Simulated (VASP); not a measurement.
# ZnO (P6_3mc) in VASP: notebook, part 2 of 2

VASP 6.6.1.

## (3) Single point, PBE (uniaxial strain along c: -2.0 %)

Input file INCAR:

```
ALGO = Normal
EDIFF = 1E-7
ENCUT = 520
GGA = PE
ISIF = 2
ISMEAR = 0
LASPH = True
LCHARG = True
LELF = True
LREAL = False
LVHAR = True
LWAVE = False
NBANDS = 26
NELM = 60
PREC = Accurate
SIGMA = 0.02
```

Input file KPOINTS:

```
k-points
0
Gamma
  12 12 6
```

Input file POSCAR:

```
ZnO
1.0
    3.2957877132      0.0000000000      0.0000000000
   -1.6478938566      2.8542358851      0.0000000000
    0.0000000000      0.0000000000      5.1873685015
Zn O
2 2
Direct
    0.6666666667      0.3333333333      0.5006044108
    0.3333333333      0.6666666667      0.0006044108
    0.6666666667      0.3333333333      0.8797055892
    0.3333333333      0.6666666667      0.3797055892
```

Potentials or basis: VASP PAW PBE potentials, release 64 (Zn, O).

On the command line:

```sh
> cat potpaw_PBE.64/Zn/POTCAR potpaw_PBE.64/O/POTCAR > POTCAR
> mpirun -np 1 vasp_std > vasp.out
```

OUTCAR:

```text
EDIFF = 1E-7
   ENCUT = 520
   GGA = PE
   ISIF = 2
   ISMEAR = 0
   LASPH = True
   LREAL = False
   NELM = 60
   PREC = Accurate

 ion  position               nearest neighbor table
   1  0.667  0.333  0.501-   3 1.97   4 2.00   4 2.00   4 2.00
   2  0.333  0.667  0.001-   4 1.97   3 2.00   3 2.00   3 2.00
   3  0.667  0.333  0.880-   1 1.97   2 2.00   2 2.00   2 2.00
   4  0.333  0.667  0.380-   2 1.97   1 2.00   1 2.00   1 2.00

  LATTYP: Found a hexagonal cell.
[... 897 lines left out ...]
  FORCE on cell =-STRESS in cart. coord.  units (eV):
  Direction    XX          YY          ZZ          XY          YZ          ZX
  --------------------------------------------------------------------------------------
  -------------------------------------------------------------------------------------
  Total        0.1613601      0.1613601      1.8556943      0.0000000      0.0000000      0.0000000
  in kB        5.2979815      5.2979815     60.9285469      0.0000000      0.0000000      0.0000000
  external PRESSURE =      23.8415033 kB  Pullay stress =       0.0000000 kB

 VOLUME and BASIS-vectors are now :
 -----------------------------------------------------------------------------
  energy-cutoff  :      520.00
  volume of cell :       48.80
      direct lattice vectors                 reciprocal lattice vectors
     3.295787713  0.000000000  0.000000000     0.303417601  0.175178233  0.000000000
    -1.647893857  2.854235885  0.000000000     0.000000000  0.350356467  0.000000000
     0.000000000  0.000000000  5.187368501     0.000000000  0.000000000  0.192775971

 POSITION                                       TOTAL-FORCE (eV/Angst)
 -----------------------------------------------------------------------------------
      1.64789      0.95141      2.59682        -0.000000     -0.000000     -0.228981
     -0.00000      1.90282      0.00314         0.000000      0.000000     -0.228981
      1.64789      0.95141      4.56336        -0.000000      0.000000      0.228981
     -0.00000      1.90282      1.96967        -0.000000     -0.000000      0.228981
 -----------------------------------------------------------------------------------
    total drift:                                0.000000      0.000001      0.000536

  FREE ENERGIE OF THE ION-ELECTRON SYSTEM (eV)
  ---------------------------------------------------
  free  energy   TOTEN  =       -17.8414010150 eV

  energy  without entropy=      -17.8414010150  energy(sigma->0) =      -17.84140102
```

OSZICAR:

```text
N       E                     dE             d eps       ncg     rms          rms(c)
DAV:   1     0.295187809673E+03    0.29519E+03   -0.18174E+04  4000   0.200E+03
DAV:   2     0.112999114250E+02   -0.28389E+03   -0.26703E+03  4148   0.410E+02
DAV:   3    -0.204422737951E+02   -0.31742E+02   -0.31279E+02  4362   0.139E+02
DAV:   4    -0.210833458666E+02   -0.64107E+00   -0.63950E+00  4426   0.202E+01
DAV:   5    -0.210865002478E+02   -0.31544E-02   -0.31541E-02  4324   0.147E+00    0.143E+01
DAV:   6    -0.176750353640E+02    0.34115E+01   -0.66893E+00  6252   0.622E+01    0.864E+00
DAV:   7    -0.178798816780E+02   -0.20485E+00   -0.29412E+00  4054   0.171E+01    0.520E+00
DAV:   8    -0.178894060404E+02   -0.95244E-02   -0.51192E-01  5772   0.741E+00    0.163E+00
DAV:   9    -0.178386510818E+02    0.50755E-01   -0.10289E-01  5732   0.628E+00    0.297E-01
DAV:  10    -0.178412643641E+02   -0.26133E-02   -0.36283E-02  4016   0.132E+00    0.127E-01
DAV:  11    -0.178413663990E+02   -0.10203E-03   -0.59473E-04  4424   0.347E-01    0.349E-02
DAV:  12    -0.178413959908E+02   -0.29592E-04   -0.13788E-04  4680   0.335E-01    0.166E-02
DAV:  13    -0.178414061505E+02   -0.10160E-04   -0.28913E-05  4480   0.104E-01    0.196E-02
DAV:  14    -0.178414012185E+02    0.49320E-05   -0.16052E-05  4326   0.373E-02    0.199E-03
DAV:  15    -0.178414010802E+02    0.13835E-06   -0.18789E-06  4062   0.122E-02    0.928E-04
DAV:  16    -0.178414010150E+02    0.65151E-07   -0.53778E-08  2274   0.341E-03
   1 F= -.17841401E+02 E0= -.17841401E+02  d E =-.135407E-12
```

Wall time 49 s (1 thread of Intel Xeon 6975P-C (Granite Rapids), shared host); peak memory 0.22 GiB.

Results:

```
Free energy            : -17.8414 eV
Pressure               : 2.4 GPa
Largest force          : 0.229 eV/Å
Band gap on the k mesh : 0.77 eV, direct
```

Forces in eV/Å, atoms in the order of the input:
```
Zn   0.000  0.000 -0.229
Zn   0.000  0.000 -0.229
O    0.000  0.000  0.229
O    0.000  0.000  0.229
```

Caveat: the cell differs from its parent crystal (uniaxial strain along c: -2.0 %).

## (4) Single point, PBE

This run uses another cell than the first one, of 12.32 Å³/atom, 1.007 times its volume.

Input file INCAR:

```
SYSTEM = ZnO
PREC = Accurate ; ENCUT = 520
EDIFF = 1E-7 ; ISMEAR = 0
SIGMA = 0.02 ; LREAL = .FALSE.
LASPH = .TRUE. ; NELM = 60
ALGO = Normal ; ISIF = 2
LWAVE = .FALSE. ; LCHARG = .FALSE.
GGA = PE ; NBANDS = 26
```

Input file KPOINTS:

```
regular mesh
0
G
  12 12 6
  0 0 0
```

Input file POSCAR:

```
ZnO
1.0
    3.2793907594      0.0000000000      0.0000000000
   -1.6396953797      2.8400357065      0.0000000000
    0.0000000000      0.0000000000      5.2932331648
Zn O
2 2
Direct
    0.6666666667      0.3333333333      0.5006044108
    0.3333333333      0.6666666667      0.0006044108
    0.6666666667      0.3333333333      0.8797055892
    0.3333333333      0.6666666667      0.3797055892
```

On the command line:

```sh
> cat potpaw_PBE.64/Zn/POTCAR potpaw_PBE.64/O/POTCAR > POTCAR
> mpirun -np 1 vasp_std > vasp.out
```

Run time: 33 s. Hardware: 1 thread of Intel Xeon 6975P-C (Granite Rapids), shared host; peak memory 0.21 GiB.

It converged, with:

```
Free energy            : -17.8610 eV
Pressure               : 0.9 GPa
Band gap on the k mesh : 0.73 eV, direct
```

Levels at points of the mesh, in eV from the valence-band top:
| k point | band 16 | band 17 | band 18 | band 19 | band 20 | band 21 |
| --- | --- | --- | --- | --- | --- | --- |
| (0.00, 0.00, 0.00) | -0.08 | 0.00 | 0.00 | 0.73 | 5.09 | 8.07 |
| (0.50, 0.00, 0.00) | -2.15 | -1.23 | -0.79 | 5.62 | 6.82 | 7.52 |
| (0.00, 0.00, 0.50) | -0.37 | -0.37 | -0.37 | 3.36 | 3.36 | 9.91 |
| (0.50, 0.00, 0.50) | -1.43 | -1.32 | -1.32 | 5.64 | 5.64 | 8.23 |

## (5) Overview

```csv
cell,gap on the mesh (eV),pressure (GPa)
"a = 3.301, b = 3.301, c = 5.187 Å, angles 90.0, 90.0, 120.0°, 4 atoms",0.77,1.8
"a = 3.296, b = 3.296, c = 5.187 Å, angles 90.0, 90.0, 120.0°, 4 atoms",0.77,2.4
"a = 3.279, b = 3.279, c = 5.293 Å, angles 90.0, 90.0, 120.0°, 4 atoms",0.73,0.9
```

Alike in all rows: task single point; level PBE; potentials or basis VASP PAW PBE potentials, release 64 (Zn, O); no spin polarisation; k mesh 12 × 12 × 6; cutoff (eV) 520; smearing gaussian 0.02 eV.

Absolute energies hang on the potentials; compare differences alone.
